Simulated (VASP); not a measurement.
Runs of VASP 6.6.1 on Al. The structure is that of space group P6_3/mmc (No. 194), or close to it. The cells are those of the table. This isn't the form of Al at room conditions, which is fcc.

```tsv
cell	gap on the mesh (eV)	pressure (GPa)
a = 2.814, b = 2.814, c = 8.876 Å, angles 90.0, 90.0, 120.0°, 4 atoms	none	(a)
a = 2.701, b = 2.701, c = 9.231 Å, angles 90.0, 90.0, 120.0°, 4 atoms	none	8.9
a = 2.795, b = 2.795, c = 8.995 Å, angles 90.0, 90.0, 120.0°, 4 atoms	none	3.8
a = 2.794, b = 2.794, c = 8.814 Å, angles 90.0, 90.0, 120.0°, 4 atoms	none	6.2
a = 2.665, b = 2.665, c = 9.481 Å, angles 90.0, 90.0, 120.0°, 4 atoms	none	(c)
a = 2.720, b = 2.720, c = 9.298 Å, angles 90.0, 90.0, 120.0°, 4 atoms	none	6.4
a = 2.740, b = 2.740, c = 9.554 Å, angles 90.0, 90.0, 120.0°, 4 atoms	none	(b)
a = 2.702, b = 2.702, c = 9.423 Å, angles 90.0, 90.0, 120.0°, 4 atoms	none	6.7
```

Alike in all rows: task single point; level PBE+D3(BJ); potentials or basis VASP PAW PBE potentials, release 64 (Al); no spin polarisation; k mesh 18 × 18 × 6; cutoff (eV) 520; smearing gaussian 0.15 eV.

Question: Fill in the values left out.

Answer: (a) 3.9; (b) 2.4; (c) 9.8.

Caveats: the cell stands under pressure (at least some runs).

A gap of «none» marks levels without a gap at the run's occupations.
